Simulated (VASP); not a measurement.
Lu: single point with PBE

Crystal: Lu.

```
Lu
1.0
     3.50990    0.00000    0.00000
    -1.75495    3.03966    0.00000
     0.00000    0.00000    5.56660
Lu
2
Cartesian
  0.0000 2.0264 1.3917
  1.7549 1.0132 4.1749
```

```json
{
 "Program": "VASP 6.6.1",
 "Task": "single point",
 "Functional": "PBE",
 "Potentials or basis": "VASP PAW PBE potentials, release 64 (Lu)",
 "Cutoff": "520 eV",
 "k mesh": "13 × 13 × 8",
 "Occupations": "fermi-dirac, width 0.03 eV",
 "Spin": "no spin polarisation"
}
```

| Property | Result |
| --- | --- |
| Pressure | -0.5 GPa |
| Band gap on the k mesh | zero (bands 25 and 26 overlap by 1.74 eV) |

Stress tensor (GPa, compression positive):
```
-0.17  0.00  0.00
 0.00 -0.17  0.00
 0.00  0.00 -1.26
```

Levels at points of the mesh, in eV from the Fermi level:
| k point | band 23 | band 24 | band 25 | band 26 | band 27 | band 28 |
| --- | --- | --- | --- | --- | --- | --- |
| (0.00, 0.00, 0.00) | -4.90 | -2.41 | 0.51 | 2.20 | 2.20 | 2.47 |
| (0.00, 0.00, 0.50) | -4.37 | -4.37 | 1.14 | 1.14 | 2.13 | 2.13 |

It took 4.2 min on 1 thread of AMD EPYC 7R13 (shared host), peak memory 0.27 GiB.

Caveat: spin-orbit coupling is left out, which moves the levels of the heavy elements.
